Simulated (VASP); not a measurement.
Set up this calculation in VASP 6.6.1, as the native input.

| Property | Result |
| --- | --- |
| Task | single point |
| Functional | PBE |
| Potentials or basis | VASP PAW PBE potentials, release 64 (Ti_sv, Al, H) |
| Cutoff | 400 eV |
| k mesh | 4 × 4 × 4, shifted |
| Occupations | gaussian, width 0.1 eV |
| Spin | no spin polarisation |
| Dipole correction | no |
| Further INCAR settings | ALGO = Normal; EDIFF = 1e-06; NBANDS = 69 |

The structure of Ti5Al15H (a cell with a defect) lies in POSCAR:

```
Ti5Al15H
1.0
   -5.7680202880     -1.9226734293      4.3114047964
   -1.9226734293      5.7680202880     -4.3114047964
    1.9226734293     -5.7680202880     -4.3114047964
Ti Al H
5 15 1
Direct
    0.8021933295      0.2007450555      0.6008276281
    0.4010130199      0.6005228118      0.7998808100
    0.6014600774      0.3997874674      0.2010503674
    0.2002870899      0.7995709236      0.4001050524
    1.0012458139      0.9984225825      0.9987351209
    0.4006854305      0.0965885435      0.2980500707
    0.0012370090      0.4934959557      0.4938095552
    0.2023856089      0.2977452619      0.8986065173
    0.8000856688      0.6971382069      0.0968893480
    0.6018005005      0.8982986830      0.6974580019
    0.7026233082      0.0481158429      0.1520057979
    0.2998389017      0.4503151835      0.3470318071
    0.5012358671      0.2498012283      0.7501152273
    0.1032820261      0.6429088261      0.9531734551
    0.8991791779      0.8507966114      0.5411414751
    0.5012284221      0.7498049751      0.2501041953
    0.1048243320      0.1517090083      0.4506285782
    0.3111902982      0.9528663573      0.8511278034
    0.8976426902      0.3467146065      0.0484152211
    0.6912686663      0.5408350964      0.6432039838
    0.0012752355      0.7898857825      0.7902026261
```

This cell differs from its parent crystal: with an interstitial atom, then relaxed in part.

These files were run (other wordings do the same):

INCAR

```
ALGO     = Normal         # electronic algorithm
EDIFF    = 1E-6           # SCF threshold, eV
ENCUT    = 400            # plane-wave cutoff, eV
GGA      = PE             # functional
GGA_COMPAT= F            
ISIF     = 2              # what is computed and relaxed
ISMEAR   = 0              # smearing method
LASPH    = T              # aspherical terms in the spheres
LCHARG   = T              # write CHGCAR
LELF     = T              # ELF
LREAL    = F              # projectors in reciprocal space
LVHAR    = T            
LWAVE    = F              # write WAVECAR
NBANDS   = 69             # bands
NELM     = 120            # most SCF steps
PREC     = Accurate       # precision mode
SIGMA    = 0.1            # smearing width, eV
```

KPOINTS

```
Automatic mesh
0
Gamma
  4 4 4
  0.5 0.5 0.5
```

Potentials or basis: VASP PAW PBE potentials, release 64 (Ti_sv, Al, H).

Launch:

```sh
$ cat potpaw_PBE.64/Ti_sv/POTCAR potpaw_PBE.64/Al/POTCAR potpaw_PBE.64/H/POTCAR > POTCAR
$ mpirun -np 1 vasp_std > vasp.out
```

Results of the run:

The pressure is 0.4 GPa. The largest force is 0.009 eV/Å and the band gap on the k mesh is zero (bands 53 and 54 overlap by 0.45 eV).

Caveat: the cell differs from its parent crystal (with an interstitial atom, then relaxed in part).

Wall time 13 min on 1 thread of Intel(R) Xeon(R) Platinum 8259CL CPU @ 2.50GHz (Skylake/Cascade Lake), on a shared host, peak memory 0.56 GiB.
